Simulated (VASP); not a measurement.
Input of a VASP 6.6.1 run:

Contents of INCAR:

```
SYSTEM = Ca2Ge3N
PREC = Accurate ; ENCUT = 520
EDIFF = 1E-6 ; ISMEAR = 0
SIGMA = 0.1 ; LREAL = .FALSE.
LASPH = .TRUE. ; NELM = 60
ALGO = Normal ; ISIF = 2
LWAVE = .FALSE. ; LCHARG = .FALSE.
GGA = PE ; NBANDS = 42
```

Contents of KPOINTS:

```
regular mesh
0
G
  12 12 6
  0 0 0
```

Contents of POSCAR:

```
Ca2Ge3N
1.0
    4.1534071889      0.0000000000      0.0000000000
   -2.0767035945      3.5969561378      0.0000000000
    0.0000000000      0.0000000000      8.2492257281
Ca Ge N
2 3 1
Direct
    0.0000000000      0.0000000000      0.2305162519
    0.0000000000      0.0000000000      0.7694837481
    0.3333333333      0.6666666667      0.5000000000
    0.6666666667      0.3333333333      0.0000000000
    0.6666666667      0.3333333333      0.5000000000
    0.3333333333      0.6666666667      0.0000000000
```

Potentials or basis: VASP PAW PBE potentials, release 64 (Ca_sv, Ge_d, N).

The run is started by

```sh
$ cat potpaw_PBE.64/Ca_sv/POTCAR potpaw_PBE.64/Ge_d/POTCAR potpaw_PBE.64/N/POTCAR > POTCAR
$ mpirun -np 1 vasp_std > vasp.out
```

**Question.** Estimate the band gap on the k mesh.

**Answer.** Zero (an odd number of electrons rules out a gap without spin polarisation).

**Question.** Estimate the largest force.

**Answer.** 0.004 eV/Å.

Forces in eV/Å, atoms in the order of the input:
```
Ca   0.000  0.000  0.004
Ca   0.000  0.000 -0.004
Ge   0.000  0.000  0.000
Ge   0.000  0.000  0.000
Ge   0.000  0.000  0.000
N    0.000  0.000  0.000
```

Caveat: an odd number of electrons without spin polarisation forces a metal; a magnetic or distorted state may lie lower.
